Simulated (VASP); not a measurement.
Wanted: the native input for a VASP 6.6.1 run.

| Property | Result |
| --- | --- |
| Task | single point |
| Functional | PBE |
| Potentials or basis | VASP PAW PBE potentials, release 64 (H, Os_sv_GW) |
| Cutoff | 500 eV |
| k mesh | 8 × 8 × 4 |
| Occupations | gaussian, width 0.1 eV |
| Spin | no spin polarisation |
| Dipole correction | no |
| Further INCAR settings | ALGO = Normal; EDIFF = 1e-06; NBANDS = 29 |

The structure of H3Os lies in POSCAR:

```
H3Os
1.0
    3.5666105285      0.0100085268     -0.0854902218
    0.0010764981      2.8824588163      0.3832049498
   -0.1483902658      0.7423389838      5.4329488670
H Os
6 2
Direct
   -0.0257473737      0.4222845249      0.2801930675
   -0.1175716303      0.2456386490      0.6325935910
    0.3864887278      0.9462696031      0.2326297268
    0.5939136128      1.1195716945      0.8863952235
    0.3884511736      0.5725910287     -0.0196408121
    0.5519908746      0.7821811280      0.5607019099
    0.1308968936      1.0931695591     -0.0609460642
    0.0915777216      0.8182938127      0.4880733576
```

These files were run (other wordings do the same):

INCAR

```
PREC = Accurate
ENCUT = 500
EDIFF = 1E-6
ISMEAR = 0
SIGMA = 0.1
LREAL = False
LASPH = True
NELM = 120
ALGO = Normal
ISIF = 2
LWAVE = False
LCHARG = True
GGA = PE
LELF = True
LVHAR = True
NBANDS = 29
GGA_COMPAT = False
```

KPOINTS

```
regular mesh
0
Gamma
  8 8 4
```

Potentials or basis: VASP PAW PBE potentials, release 64 (H, Os_sv_GW).

The run is started by

```sh
$ cat potpaw_PBE.64/H/POTCAR potpaw_PBE.64/Os_sv_GW/POTCAR > POTCAR
$ mpirun -np 1 vasp_std > vasp.out
```

It gave:

```json
{
  "Pressure": "-1.6 GPa",
  "Largest force": "0.009 eV/Å",
  "Band gap on the k mesh": "zero (bands 19 and 20 overlap by 0.90 eV)"
}
```

Caveat: spin-orbit coupling is left out, which moves the levels of the heavy elements.

It took 3 min on 1 thread of AMD EPYC 7R43 64-Core Processor (Zen 3), on a shared host, peak memory 0.26 GiB.
